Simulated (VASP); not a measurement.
# Ca (Cmcm) in VASP: notebook

The runs below take Ca through relaxation of the atoms, single point, with PBEsol+D3(BJ), PBEsol.

Everything below comes from runs of VASP 6.6.1. Logs are shortened: lines on timing, memory, paths and dates and some standing lists are left out, and cuts for length are marked.

## 1. The cell of the first run

The typed cell holds 2 atoms: a = 3.823 Å, b = 3.823 Å, c = 6.263 Å, α = 90.00°, β = 90.00°, γ = 120.05°.

## 2. Relaxation of the atoms, PBEsol+D3(BJ)

INCAR reads:

```
SYSTEM = Ca
ALGO = Normal ; EDIFF = 1E-7
EDIFFG = -0.002 ; ENCUT = 520
GGA = PS ; IBRION = 2
ISIF = 2 ; ISMEAR = -1
IVDW = 12 ; LASPH = .TRUE.
LCHARG = .FALSE. ; LREAL = .FALSE.
LWAVE = .FALSE. ; NELM = 60
NSW = 100 ; PREC = Accurate
SIGMA = 0.08
```

KPOINTS reads:

```
k-points
0
G
  8 8 6
  0 0 0
```

POSCAR reads:

```
Ca
1.0
    1.9103090758     -3.3118063637      0.0000000000
    1.9103090758      3.3118063637      0.0000000000
    0.0000000000      0.0000000000      6.2630075585
Ca
2
Direct
    0.8335336331      0.1664663669      0.2500000000
    0.1664663669      0.8335336331      0.7500000000
```

Potentials or basis: VASP PAW PBE potentials, release 64 (Ca_sv).

Command:

```sh
> cat potpaw_PBE.64/Ca_sv/POTCAR > POTCAR
> mpirun -np 1 vasp_std > vasp.out
```

OUTCAR:

```text
SYSTEM = Ca
   EDIFF = 1E-7
   EDIFFG = -0.002
   ENCUT = 520
   GGA = PS
   IBRION = 2
   ISIF = 2
   ISMEAR = -1
   IVDW = 12
   LASPH = .TRUE.
   LREAL = .FALSE.
   NELM = 60
   NSW = 100
   PREC = Accurate
 IVDW          = 12

 ion  position               nearest neighbor table
   1  0.834  0.166  0.250-
   2  0.166  0.834  0.750-

  LATTYP: Found a base centered orthorhombic cell.
 ALAT       =     3.8206181516
 B/A-ratio  =     1.7336494946
 C/A-ratio  =     1.6392655089

  Lattice vectors:

 A1 = (   1.9103090758,  -3.3118063637,   0.0000000000)
 A2 = (   1.9103090758,   3.3118063637,   0.0000000000)
 A3 = (   0.0000000000,   0.0000000000,   6.2630075585)

Analysis of symmetry for initial positions (statically):
=====================================================================
 Subroutine PRICEL returns:
 Original cell was already a primitive cell.

 Routine SETGRP: Setting up the symmetry group for a
 base centered orthorhombic supercell.

 Subroutine GETGRP returns: Found  8 space group operations
 (whereof  4 operations were pure point group operations)
 out of a pool of  8 trial point group operations.

The static configuration has the point symmetry C_2h.
 The point group associated with its full space group is D_2h.

Analysis of symmetry for dynamics (positions and initial velocities):
=====================================================================
 Subroutine PRICEL returns:
 Original cell was already a primitive cell.

 Routine SETGRP: Setting up the symmetry group for a
 base centered orthorhombic supercell.

 Subroutine GETGRP returns: Found  8 space group operations
 (whereof  4 operations were pure point group operations)
 out of a pool of  8 trial point group operations.

The dynamic configuration has the point symmetry C_2h.
 The point group associated with its full space group is D_2h.

 Subroutine INISYM returns: Found  8 space group operations
 (whereof  4 operations are pure point group operations),
 and found     1 'primitive' translations

----------------------------------------------------------------------------------------

                                     Primitive cell

  volume of cell :      79.2468

  direct lattice vectors                    reciprocal lattice vectors
     1.910309076 -3.311806364  0.000000000     0.261737750 -0.150975010  0.000000000
     1.910309076  3.311806364  0.000000000     0.261737750  0.150975010  0.000000000
     0.000000000  0.000000000  6.263007559     0.000000000  0.000000000  0.159667698

  length of vectors
     3.823263286  3.823263286  6.263007559     0.302159070  0.302159070  0.159667698

  position of ions in fractional coordinates (direct lattice)
     0.833533633  0.166466367  0.250000000
     0.166466367  0.833533633  0.750000000

  ion indices of the primitive-cell ions
   primitive index   ion index
                 1           1
                 2           2

----------------------------------------------------------------------------------------

 KPOINTS: k-points

Automatic generation of k-mesh.
 Grid dimensions read from file:
 generate k-points for:    8    8    6

 Generating k-lattice:

  Cartesian coordinates                     Fractional coordinates (reciprocal lattice)
     0.032717219 -0.018871876  0.000000000     0.125000000  0.000000000  0.000000000
     0.032717219  0.018871876  0.000000000     0.000000000  0.125000000  0.000000000
     0.000000000  0.000000000  0.026611283     0.000000000  0.000000000  0.166666667

  Length of vectors
     0.037769884  0.037769884  0.026611283

  Shift w.r.t. Gamma in fractional coordinates (k-lattice)
     0.000000000  0.000000000  0.000000000

 Subroutine IBZKPT returns following result:
 ===========================================

 Found     84 irreducible k-points:

 Following reciprocal coordinates:
            Coordinates               Weight
  0.000000  0.000000  0.000000      1.000000
  0.125000  0.000000  0.000000      4.000000
  0.250000  0.000000  0.000000      4.000000
  0.375000  0.000000  0.000000      4.000000
  0.500000  0.000000  0.000000      2.000000
  0.125000  0.125000  0.000000      2.000000
[... 16 lines left out ...]
  0.125000  0.000000  0.166667      8.000000
  0.250000  0.000000  0.166667      8.000000
 [... further k-points ...]
   k-points           NKPTS =     84   k-points in BZ     NKDIM =     84   number of bands    NBANDS=     14
   number of dos      NEDOS =    301   number of ions     NIONS =      2
   total plane-waves  NPLWV =  37632
   dimension x,y,z NGX =    28 NGY =   28 NGZ =   48
   dimension x,y,z NGXF=    56 NGYF=   56 NGZF=   96
   ions per type =               2
   NGX,Y,Z   is equivalent  to a cutoff of  12.18, 12.18, 12.74 a.u.
   NGXF,Y,Z  is equivalent  to a cutoff of  24.35, 24.35, 25.48 a.u.
 SYSTEM =  Ca
   PREC   = accura    normal or accurate (medium, high low for compatibility)
   ISTART =      0    job   : 0-new  1-cont  2-samecut
   ICHARG =      2    charge: 1-file 2-atom 10-const
   ISPIN  =      1    spin polarized calculation?
   LNONCOLLINEAR =      F non collinear calculations
   LSORBIT =      F    spin-orbit coupling
   LASPH  =      T    aspherical Exc in radial PAW
   ENCUT  =  520.0 eV  38.22 Ry    6.18 a.u.   7.11  7.11 11.65*2*pi/ulx,y,z
   NELM   =     60;   NELMIN=  2; NELMDL= -5     # of ELM steps
   EDIFF  = 0.1E-06   stopping-criterion for ELM
   LREAL  =      F    real-space projection
   EDIFFG = -.2E-02   stopping-criterion for IOM
   NSW    =    100    number of steps for IOM
   IBRION =      2    ionic relax: 0-MD 1-quasi-New 2-CG
   NFREE  =      1    steps in history (QN), initial steepest desc. (CG)
   ISIF   =      2    stress and relaxation
   ISYM   =      2    0-nonsym 1-usesym 2-fastsym
   POTIM  = 0.5000    time-step for ionic-motion
   TEBEG  =    0.0;   TEEND  =   0.0 temperature during run
   PSTRESS=    0.0 pullay stress
   NELECT =      20.0000    total number of electrons
   NUPDOWN=      -1.0000    fix difference up-down
   EMIN   =  10.00;   EMAX   =-10.00  energy-range for DOS
   EFERMI =   0.00;   METHOD = LEGACY
   ISMEAR =    -1;   SIGMA  =   0.08  broadening in eV -4-tet -1-fermi 0-gaus
   EFERMI_NEDOS =   21; number of points for ismear=-14 and -15
   IALGO  =     38    algorithm
   IMIX   =      4    mixing-type and parameters
     AMIX     =   0.40;   BMIX     =  1.00
     AMIX_MAG =   1.60;   BMIX_MAG =  1.00
  volume/ion in A,a.u.               =      39.62       267.39
  Fermi-wavevector in a.u.,A,eV,Ry     =   1.034565  1.955044 14.562644  1.070324
  Thomas-Fermi vector in A             =   2.168866
   LORBIT       =      0    0 simple, 1 ext, 2 COOP (PROOUT), +10 PAW based schemes
   GGA     = PS    functional components
   LHFCALC =     F    Hartree Fock is set to
   AEXX    =    0.0000 exact exchange contribution
   IVDW    =    12    specifies the selected vdW correction
   LEPSILON=     F    determine dielectric tensor
   LRPA    =     F    only Hartree local field effects (RPA)
 conjugate gradient relaxation of ions
 non-spin polarized calculation
  energy-cutoff  :      520.00
  volume of cell :       79.25
 maximum number of plane-waves:      2160
   NGX = 15   NGY = 15   NGZ = 23

 number of electron      20.0000003 magnetization

 Free energy of the ion-electron system (eV)
  ---------------------------------------------------
  ext. energy  EPLUGINS =         0.00000000
  ---------------------------------------------------
  free energy    TOTEN  =        -4.28402947 eV

  energy without entropy =       -4.23767141  energy(sigma->0) =       -4.26085044

 E-fermi :   2.1791     XC(G=0):  -8.0123

 val. band max:        2.0988519218   @ k =  -0.2500   0.2500   0.0000
 cond. band min:       2.2021885658   @ k =   0.2500   0.1250   0.0000
 fundamental gap:      0.1033366441
 Fermi energy:         2.1791054916

 k-point     1 :       0.0000    0.0000    0.0000
  band No.  band energies     occupation
      1     -39.5394      2.00000
      2     -39.5209      2.00000
      3     -20.6938      2.00000
      4     -20.5489      2.00000
      5     -20.5486      2.00000
      6     -20.5250      2.00000
      7     -20.5249      2.00000
      8     -20.5175      2.00000
      9      -2.0058      2.00000
     10       1.0928      2.00000
     11       2.0249      1.74604
     12       4.5226      0.00000
     13       4.5364      0.00000
     14       4.5457      0.00000

 k-point     2 :       0.1250    0.0000    0.0000
  band No.  band energies     occupation
      1     -39.5369      2.00000
      2     -39.5197      2.00000
      3     -20.6850      2.00000
      4     -20.5687      2.00000
      5     -20.5551      2.00000
      6     -20.5456      2.00000
      7     -20.5284      2.00000
      8     -20.5208      2.00000
      9      -1.7555      2.00000
     10       1.3347      1.99995
     11       2.0362      1.71297
     12       4.0717      0.00000
     13       4.6057      0.00000
     14       4.7275      0.00000

 k-point     3 :       0.2500    0.0000    0.0000
  band No.  band energies     occupation
      1     -39.5307      2.00000
      2     -39.5170      2.00000
      3     -20.6616      2.00000
      4     -20.6174      2.00000
      5     -20.5940      2.00000
      6     -20.5697      2.00000
      7     -20.5370      2.00000
      8     -20.5309      2.00000
      9      -1.0418      2.00000
     10       1.9434      1.90018
     11       2.0985      1.46496
     12       3.3339      0.00000
     13       4.1333      0.00000
     14       4.4490      0.00000
[... 324 lines left out ...]
 k-point    23 :       0.1250    0.0000    0.1667
  band No.  band energies     occupation
      1     -39.5358      2.00000
      2     -39.5209      2.00000
      3     -20.6750      2.00000
      4     -20.5664      2.00000
      5     -20.5533      2.00000
      6     -20.5517      2.00000
      7     -20.5302      2.00000
      8     -20.5274      2.00000
      9      -1.6333      2.00000
     10       0.7980      2.00000
     11       2.4726      0.04976
     12       4.0928      0.00000
     13       4.5104      0.00000
     14       4.5866      0.00000

 k-point    24 :       0.2500    0.0000    0.1667
  band No.  band energies     occupation
      1     -39.5298      2.00000
      2     -39.5179      2.00000
      3     -20.6595      2.00000
      4     -20.6107      2.00000
      5     -20.5990      2.00000
      6     -20.5675      2.00000
      7     -20.5392      2.00000
      8     -20.5348      2.00000
      9      -0.9287      2.00000
     10       1.3310      1.99995
     11       2.5619      0.01658
     12       3.3847      0.00000
     13       4.1528      0.00000
     14       4.2812      0.00000

 [... further k-points ...]

------------------------ aborting loop because EDIFF is reached ----------------------------------------

 Edisp (eV)   -0.51045

 E8    (eV) :    -0.3692

  FORCE on cell =-STRESS in cart. coord.  units (eV):
  Direction    XX          YY          ZZ          XY          YZ          ZX
  --------------------------------------------------------------------------------------
  -------------------------------------------------------------------------------------
  Total      -0.26216    -0.27036    -0.21117     0.00000     0.00000     0.00000
  in kB      -5.30015    -5.46593    -4.26928     0.00000     0.00000     0.00000
  external pressure =       -5.01 kB  Pullay stress =        0.00 kB

 VOLUME and BASIS-vectors are now :
 -----------------------------------------------------------------------------
  energy-cutoff  :      520.00
  volume of cell :       79.25
      direct lattice vectors                 reciprocal lattice vectors
     1.910309076 -3.311806364  0.000000000     0.261737750 -0.150975010  0.000000000
     1.910309076  3.311806364  0.000000000     0.261737750  0.150975010  0.000000000
     0.000000000  0.000000000  6.263007559     0.000000000  0.000000000  0.159667698

 POSITION                                       TOTAL-FORCE (eV/Angst)
 -----------------------------------------------------------------------------------
      1.91031     -2.20920      1.56575         0.000000      0.000074      0.000000
      1.91031      2.20920      4.69726         0.000000     -0.000074     -0.000000
 -----------------------------------------------------------------------------------
    total drift:                               -0.000000     -0.000000     -0.000000

  FREE ENERGIE OF THE ION-ELECTRON SYSTEM (eV)
  ---------------------------------------------------
  free  energy   TOTEN  =        -4.7944787315 eV

  energy  without entropy=       -4.7481206709  energy(sigma->0) =       -4.77129970

 reached required accuracy - stopping structural energy minimisation
```

Run time: 58 s. Hardware: 1 thread of AMD EPYC 7R13, shared host; peak memory 0.24 GiB.

What came out:

- Free energy: -4.7945 eV
- Pressure after relaxing: -0.5 GPa
- Band gap on the k mesh: zero (band 10 reaches 2.43 eV, above the bottom of band 11 at 2.02 eV)
- Dispersion energy per atom: -0.255 eV

Final structure:
```
Ca
1.0
     1.91031   -3.31181    0.00000
     1.91031    3.31181    0.00000
     0.00000    0.00000    6.26301
Ca
2
Cartesian
  1.9103 -2.2092 1.5658
  1.9103 2.2092 4.6973
```

Levels at points of the mesh, in eV from the Fermi level:
| k point | band 6 | band 7 | band 8 | band 9 | band 10 | band 11 | band 12 | band 13 | band 14 |
| --- | --- | --- | --- | --- | --- | --- | --- | --- | --- |
| (0.00, 0.00, 0.00) | -22.70 | -22.70 | -22.70 | -4.18 | -1.09 | -0.15 | 2.34 | 2.36 | 2.37 |
| (0.50, 0.00, 0.00) | -22.77 | -22.74 | -22.73 | -1.14 | -0.68 | 0.16 | 0.34 | 1.43 | 2.01 |
| (0.50, 0.50, 0.00) | -22.77 | -22.74 | -22.73 | -1.14 | -0.69 | 0.17 | 0.34 | 1.42 | 2.00 |
| (0.00, 0.00, 0.50) | -22.72 | -22.72 | -22.72 | -3.12 | -3.12 | 1.42 | 1.42 | 2.35 | 2.35 |
| (0.50, 0.00, 0.50) | -22.75 | -22.74 | -22.74 | -0.74 | -0.74 | 0.15 | 0.15 | 1.48 | 1.48 |
| (0.50, 0.50, 0.50) | -22.75 | -22.74 | -22.74 | -0.74 | -0.74 | 0.15 | 0.15 | 1.48 | 1.48 |

Caveat: the relaxation stopped at its first step, so nothing moved; the PAW data sets were made with another functional, which shifts forces and pressure a little; pairwise dispersion overbinds metals, which lowers pressure and volume.

(Part 1 of 3 ends here.)
